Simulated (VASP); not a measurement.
# TiO2 (P4_2/mnm) in VASP: notebook, part 2 of 2

VASP 6.6.1. Earlier steps stand in the parts before.

## 3. Single point, PBE

This run uses another cell than the first one, of the same volume but with other edges.

Input file INCAR:

```
SYSTEM = TiO2
PREC     = Accurate       ! precision mode
ENCUT    = 520            ! plane-wave cutoff, eV
EDIFF    = 1E-6           ! SCF threshold, eV
ISMEAR   = 0              ! smearing method
SIGMA    = 0.05           ! smearing width, eV
LREAL    = .False.        ! projectors in reciprocal space
LASPH    = .True.         ! aspherical terms in the spheres
NELM     = 80             ! most SCF steps
ALGO     = Normal         ! electronic algorithm
ISIF     = 2              ! what is computed and relaxed
LWAVE    = .False.        ! write WAVECAR
LCHARG   = .True.         ! write CHGCAR
GGA      = PE             ! functional
LELF     = .True.         ! ELF
LVHAR    = .True.       
NBANDS   = 33             ! bands
```

Input file KPOINTS:

```
regular mesh
0
Gamma
  8 8 10
  0 0 0
```

Input file POSCAR:

```
TiO2
1.0
    5.0015896266      0.0000000000      0.0000000000
    0.0000000000      5.0015896266      0.0000000000
    0.0000000000      0.0000000000      2.5543187949
Ti O
2 4
Direct
    0.0000000000      0.0000000000      0.0000000000
    0.5000000000      0.5000000000      0.5000000000
    0.3051105247      0.3051105247      0.0000000000
    0.1948894753      0.8051105247      0.5000000000
    0.6948894753      0.6948894753      0.0000000000
    0.8051105247      0.1948894753      0.5000000000
```

Potentials or basis: VASP PAW PBE potentials, release 64 (Ti_sv, O).

On the command line:

```sh
> cat potpaw_PBE.64/Ti_sv/POTCAR potpaw_PBE.64/O/POTCAR > POTCAR
> mpirun -np 1 vasp_std > vasp.out
```

OUTCAR:

```text
SYSTEM = TiO2
   PREC = Accurate
   ENCUT = 520
   EDIFF = 1E-6
   ISMEAR = 0
   LREAL = .False.
   LASPH = .True.
   NELM = 80
   ISIF = 2
   GGA = PE

 ion  position               nearest neighbor table
   1  0.000  0.000  0.000-   4 1.88   6 1.88   4 1.88   6 1.88   5 2.16   3 2.16
   2  0.500  0.500  0.500-   3 1.88   5 1.88   3 1.88   5 1.88   4 2.16   6 2.16
   3  0.305  0.305  0.000-   2 1.88   2 1.88   1 2.16
   4  0.195  0.805  0.500-   1 1.88   1 1.88   2 2.16
   5  0.695  0.695  0.000-   2 1.88   2 1.88   1 2.16
   6  0.805  0.195  0.500-   1 1.88   1 1.88   2 2.16

  LATTYP: Found a simple tetragonal cell.
 ALAT       =     5.0015896266
 C/A-ratio  =     0.5107013941

  Lattice vectors:

 A1 = (   5.0015896266,   0.0000000000,   0.0000000000)
 A2 = (   0.0000000000,   5.0015896266,   0.0000000000)
 A3 = (   0.0000000000,   0.0000000000,   2.5543187949)

Analysis of symmetry for initial positions (statically):
=====================================================================
 Subroutine PRICEL returns:
 Original cell was already a primitive cell.

 Routine SETGRP: Setting up the symmetry group for a
 simple tetragonal supercell.

 Subroutine GETGRP returns: Found 16 space group operations
 (whereof  8 operations were pure point group operations)
 out of a pool of 16 trial point group operations.

The static configuration has the point symmetry D_2h.
 The point group associated with its full space group is D_4h.

Analysis of symmetry for dynamics (positions and initial velocities):
=====================================================================
 Subroutine PRICEL returns:
 Original cell was already a primitive cell.

 Routine SETGRP: Setting up the symmetry group for a
 simple tetragonal supercell.

[... 132 lines left out ...]
     AMIX     =   0.40;   BMIX     =  1.00
     AMIX_MAG =   1.60;   BMIX_MAG =  1.00
  volume/ion in A,a.u.               =      10.65        71.87
  Fermi-wavevector in a.u.,A,eV,Ry     =   1.488189  2.812270 30.132923  2.214707
  Thomas-Fermi vector in A             =   2.601255
   LORBIT       =      0    0 simple, 1 ext, 2 COOP (PROOUT), +10 PAW based schemes
   GGA     = PE    functional components
   LHFCALC =     F    Hartree Fock is set to
   AEXX    =    0.0000 exact exchange contribution
   IVDW    =     0    specifies the selected vdW correction
   LEPSILON=     F    determine dielectric tensor
   LRPA    =     F    only Hartree local field effects (RPA)
 non-spin polarized calculation
 Gauss-broadening in eV      SIGMA  =   0.05
  energy-cutoff  :      520.00
  volume of cell :       63.90
 maximum number of plane-waves:      1752
 NGX is ok and might be reduce to    40

 number of electron      48.0000012 magnetization

 Free energy of the ion-electron system (eV)
  ---------------------------------------------------
  ext. energy  EPLUGINS =         0.00000000
  ---------------------------------------------------
  free energy    TOTEN  =       -51.54605398 eV

  energy without entropy =      -51.54605398  energy(sigma->0) =      -51.54605398

 E-fermi :   4.7586     XC(G=0): -11.1784

 val. band max:        4.5032726793   @ k =   0.0000   0.0000   0.0000
 cond. band min:       5.4684998949   @ k =   0.5000   0.5000   0.0000
 fundamental gap:      0.9652272155
 Fermi energy:         4.7586392750

 k-point     1 :       0.0000    0.0000    0.0000
  band No.  band energies     occupation
      1     -52.2755      2.00000
      2     -52.2668      2.00000
      3     -28.5971      2.00000
      4     -28.5971      2.00000
      5     -28.4319      2.00000
      6     -28.4319      2.00000
[... 853 lines left out ...]
     32       9.5172      0.00000
     33      11.1866      0.00000

 [... further k-points ...]

------------------------ aborting loop because EDIFF is reached ----------------------------------------

  FORCE on cell =-STRESS in cart. coord.  units (eV):
  Direction    XX          YY          ZZ          XY          YZ          ZX
  --------------------------------------------------------------------------------------
  -------------------------------------------------------------------------------------
  Total       -3.5443833     -3.5443833     27.0236363      0.0000000      0.0000000      0.0000000
  in kB      -88.8709980    -88.8709980    677.5840273      0.0000000      0.0000000      0.0000000
  external PRESSURE =     166.6140105 kB  Pullay stress =       0.0000000 kB

 VOLUME and BASIS-vectors are now :
 -----------------------------------------------------------------------------
  energy-cutoff  :      520.00
  volume of cell :       63.90
      direct lattice vectors                 reciprocal lattice vectors
     5.001589627  0.000000000  0.000000000     0.199936435  0.000000000  0.000000000
     0.000000000  5.001589627  0.000000000     0.000000000  0.199936435  0.000000000
     0.000000000  0.000000000  2.554318795     0.000000000  0.000000000  0.391493811

 POSITION                                       TOTAL-FORCE (eV/Angst)
 -----------------------------------------------------------------------------------
      0.00000      0.00000      0.00000         0.000000      0.000000     -0.000000
      2.50079      2.50079      1.27716         0.000000      0.000000     -0.000000
      1.52604      1.52604      0.00000        -0.210154     -0.210154      0.000000
      0.97476      4.02683      1.27716         0.210154     -0.210154     -0.000000
      3.47555      3.47555      0.00000         0.210154      0.210154     -0.000000
      4.02683      0.97476      1.27716        -0.210154      0.210154     -0.000000
 -----------------------------------------------------------------------------------
    total drift:                               -0.000000      0.000000     -0.000000

  FREE ENERGIE OF THE ION-ELECTRON SYSTEM (eV)
  ---------------------------------------------------
  free  energy   TOTEN  =       -51.5460539828 eV

  energy  without entropy=      -51.5460539828  energy(sigma->0) =      -51.54605398
```

stdout:

```text
POSCAR found type information on POSCAR TiO
 POSCAR found :  2 types and       6 ions
 scaLAPACK will be used
 LDA part: xc-table for (Slater+PW92), standard interpolation
 POSCAR, INCAR and KPOINTS ok, starting setup
 FFT: planning ... GRIDC
 FFT: planning ... GRID_SOFT
 FFT: planning ... GRID
 WAVECAR not read
 entering main loop
```

Wall time 95 s (1 thread of Intel Xeon Platinum 8488C (Sapphire Rapids), shared host); peak memory 0.28 GiB.

Results:

```
Free energy            : -51.5461 eV
Pressure               : 16.7 GPa
Largest force          : 0.297 eV/Å
Band gap on the k mesh : 0.97 eV (least direct gap 0.99 eV)
```

Forces in eV/Å, atoms in the order of the input:
```
Ti   0.000  0.000  0.000
Ti   0.000  0.000  0.000
O   -0.210 -0.210  0.000
O    0.210 -0.210  0.000
O    0.210  0.210  0.000
O   -0.210  0.210  0.000
```

Stress tensor (GPa, compression positive):
```
-8.89  0.00  0.00
 0.00 -8.89  0.00
 0.00  0.00 67.76
```

Caveat: the stress differs along the axes, from -9 to 68 GPa. A k mesh can miss the band edges.

## 4. Single point, PBE

This run uses another cell than the first one, of the same volume but with other edges.

Input file INCAR:

```
SYSTEM = TiO2
ALGO = Normal
EDIFF = 1E-6
ENCUT = 520
GGA = PE
ISIF = 2
ISMEAR = 0
LASPH = .TRUE.
LCHARG = .TRUE.
LELF = .TRUE.
LREAL = .FALSE.
LVHAR = .TRUE.
LWAVE = .FALSE.
NBANDS = 33
NELM = 80
PREC = Accurate
SIGMA = 0.05
```

Input file KPOINTS:

```
k-points
0
G
  8 8 10
  0 0 0
```

POSCAR, as its differences from that of step 3:

```diff
@@ -2,5 +2,5 @@
 1.0
-    5.0015896266      0.0000000000      0.0000000000
-    0.0000000000      5.0015896266      0.0000000000
-    0.0000000000      0.0000000000      2.5543187949
+    4.2542558086      0.0000000000      0.0000000000
+    0.0000000000      4.2542558086      0.0000000000
+    0.0000000000      0.0000000000      3.5305633549
 Ti O
```

On the command line:

```sh
> cat potpaw_PBE.64/Ti_sv/POTCAR potpaw_PBE.64/O/POTCAR > POTCAR
> mpirun -np 1 vasp_std > vasp.out
```

Run time: 84 s. Hardware: 1 thread of Intel Xeon Platinum 8488C (Sapphire Rapids), shared host; peak memory 0.27 GiB.

The run converged. Its results:

```yaml
Free_energy: -51.8327 eV
Pressure: -0.2 GPa
Largest_force: 0.370 eV/Å
Band_gap_on_the_k_mesh: 1.65 eV (least direct gap 1.66 eV)
```

Forces on the atoms (eV/Å):
```
Ti   0.000  0.000  0.000
Ti   0.000  0.000  0.000
O    0.262  0.262  0.000
O   -0.262  0.262  0.000
O   -0.262 -0.262  0.000
O    0.262 -0.262  0.000
```

Stress tensor (GPa, compression positive):
```
 16.12   0.00   0.00
  0.00  16.12   0.00
  0.00   0.00 -32.81
```

Levels at points of the mesh, in eV from the valence-band top:
```
           k point  band 21  band 22  band 23  band 24  band 25  band 26  band 27  band 28
(0.00, 0.00, 0.00)    -1.04    -0.78     0.00     0.00     1.66     2.05     2.05     2.19
(0.50, 0.00, 0.00)    -2.59    -2.59    -0.83    -0.83     2.31     2.31     2.93     2.93
(0.50, 0.50, 0.00)    -1.63    -1.63    -0.31    -0.31     1.94     1.94     2.14     2.14
(0.00, 0.00, 0.50)    -1.19    -1.19    -1.03    -1.03     1.75     1.75     3.41     3.41
(0.50, 0.00, 0.50)    -2.01    -2.01    -0.89    -0.89     1.65     1.65     2.43     2.43
(0.50, 0.50, 0.50)    -1.10    -1.10    -0.58    -0.58     1.88     1.88     2.83     2.83
```

Caveat: the stress differs along the axes, from -33 to 16 GPa. A k mesh can miss the band edges.

## 5. Summary

| cell | gap on the mesh (eV) | pressure (GPa) | largest force (eV/Å) |
| --- | --- | --- | --- |
| a = 4.568, b = 4.568, c = 3.062 Å, 6 atoms | 1.76 | -1.1 | 0.03 |
| a = 5.002, b = 5.002, c = 2.554 Å, 6 atoms | 0.97 | 16.7 | 0.30 |
| a = 4.254, b = 4.254, c = 3.531 Å, 6 atoms | 1.65 | -0.2 | 0.37 |

Alike in all rows: task single point; level PBE; potentials or basis VASP PAW PBE potentials, release 64 (Ti_sv, O); no spin polarisation; k mesh 8 × 8 × 10; cutoff (eV) 520; smearing gaussian 0.05 eV.

Caveats: the stress differs along the axes, from -9 to 3 GPa (at least some runs); the stress differs along the axes, from -9 to 68 GPa (at least some runs); the stress differs along the axes, from -33 to 16 GPa (at least some runs).

Absolute energies hang on the potentials; compare differences alone.
